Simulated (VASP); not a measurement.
A run of VASP 6.6.1:

The input INCAR:

```
SYSTEM = Pd
ALGO     = Normal         ! electronic algorithm
EDIFF    = 1E-6           ! SCF threshold, eV
ENCUT    = 520            ! plane-wave cutoff, eV
GGA      = CA             ! functional
ISIF     = 2              ! what is computed and relaxed
ISMEAR   = -1             ! smearing method
LASPH    = .True.         ! aspherical terms in the spheres
LCHARG   = .False.        ! write CHGCAR
LREAL    = .False.        ! projectors in reciprocal space
LWAVE    = .False.        ! write WAVECAR
NBANDS   = 11             ! bands
NELM     = 100            ! most SCF steps
PREC     = Accurate       ! precision mode
SIGMA    = 0.1            ! smearing width, eV
```

KPOINTS

```
k-points
0
Gamma
  14 14 14
  0 0 0
```

Contents of POSCAR:

```
Pd
1.0
    2.6372148193      0.0000000000      0.0000000000
    0.0000000000      2.6372148193      0.0000000000
    0.0000000000      0.0000000000      2.6372148193
Pd
1
Direct
    0.0000000000      0.0000000000      0.0000000000
```

Potentials or basis: VASP PAW LDA potentials, release 64 (Pd).

Launch:

```bash
$ cat potpaw_LDA.64/Pd/POTCAR > POTCAR
$ mpirun -np 1 vasp_std > vasp.out
```

Hardware: 1 thread of Intel Xeon 8259CL (shared host).

Problem. How long does it take, and how much memory?

Solution. Run time: 14 s on 1 thread of Intel Xeon 8259CL, on a shared host, peak memory 0.13 GiB. Counts: scf iterations 10, k points 120.
